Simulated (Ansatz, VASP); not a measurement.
TePb in VASP and in Ansatz

```xyz
2
Lattice="0.0000 3.2903 3.2903 3.2903 0.0000 3.2903 3.2903 3.2903 0.0000" Properties=species:S:1:pos:R:3 pbc="T T T"
Te    3.2903    3.2903    3.2903
Pb    0.0000    0.0000    0.0000
```

Alike in both runs: functional r2SCAN; k mesh 8 × 8 × 8; occupations fermi-dirac, width 0.02 eV; no spin polarisation.

Ansatz relaxed the structure, and its values are those at the end. VASP's run is a single point on that final structure, the one shown.

|  | VASP | Ansatz |
| --- | --- | --- |
| version | VASP 6.6.1 | Ansatz 0.2.0 |
| potentials or method | VASP PAW PBE potentials, release 64 (Te, Pb_d), cutoff 520 eV | PAW plane waves |
| valence electrons in the cell | 20 | 30 |

Ansatz gave:

* gap on the k mesh at the Fermi level (eV): 1.14
* pressure (GPa): -0.8

Question: Which values does VASP return?

Answer: gap on the k mesh at the Fermi level (eV): 1.13; pressure (GPa): -0.9.

VASP's potentials were made for PBE, not for r2SCAN. VASP's potentials hold 20 valence electrons a cell and Ansatz's 30, so a difference there can come from the potentials and not from the codes. Ansatz's warnings: stress scf threshold loose.

Neither program's run includes spin-orbit coupling.
